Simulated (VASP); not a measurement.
Input of a VASP 6.6.1 run:

Contents of INCAR:

```
SYSTEM = NaI
PREC = Accurate
ENCUT = 600
EDIFF = 1E-7
ISMEAR = 0
SIGMA = 0.1
LREAL = .False.
LASPH = .True.
NELM = 100
ALGO = Normal
ISIF = 3
LWAVE = .False.
LCHARG = .False.
GGA = PE
IBRION = 2
NSW = 90
EDIFFG = -0.04
```

Contents of KPOINTS:

```
regular mesh
0
Gamma
  6 6 6
  0 0 0
```

Contents of POSCAR:

```
NaI
1.0
    1.9934386800      1.1509123600      5.0848822700
   -1.9934386800      1.1509123600      5.0848822700
    0.0000000000     -2.3018247200      5.0848822700
Na I
1 1
Direct
    0.5000000000      0.5000000000      0.5000000000
    0.0000000000      0.0000000000      0.0000000000
```

Potentials or basis: VASP PAW PBE potentials, release 64 (Na_pv, I).

Command:

```console
$ cat potpaw_PBE.64/Na_pv/POTCAR potpaw_PBE.64/I/POTCAR > POTCAR
$ mpirun -np 1 vasp_std > vasp.out
```

Q: What does it give for the band gap on the k mesh?

A: 3.56 eV, direct.

Q: What does it give for the relaxed volume?

A: 34.80 Å³/atom.

Q: What does it give for the relaxed cell?

A: a = 4.611 Å, b = 4.611 Å, c = 4.611 Å, α = 60.18°, β = 60.18°, γ = 60.18°.

Final structure:
```xyz
2
Lattice="2.3118 1.3347 3.7594 -2.3118 1.3347 3.7594 0.0000 -2.6694 3.7594" Properties=species:S:1:pos:R:3 pbc="T T T"
Na    0.0000    0.0000    5.6391
I     0.0000    0.0000    0.0000
```

Caveat: spin-orbit coupling is left out, which moves the levels of the heavy elements. PBE gaps usually lie below the measured ones, often by a third to a half.
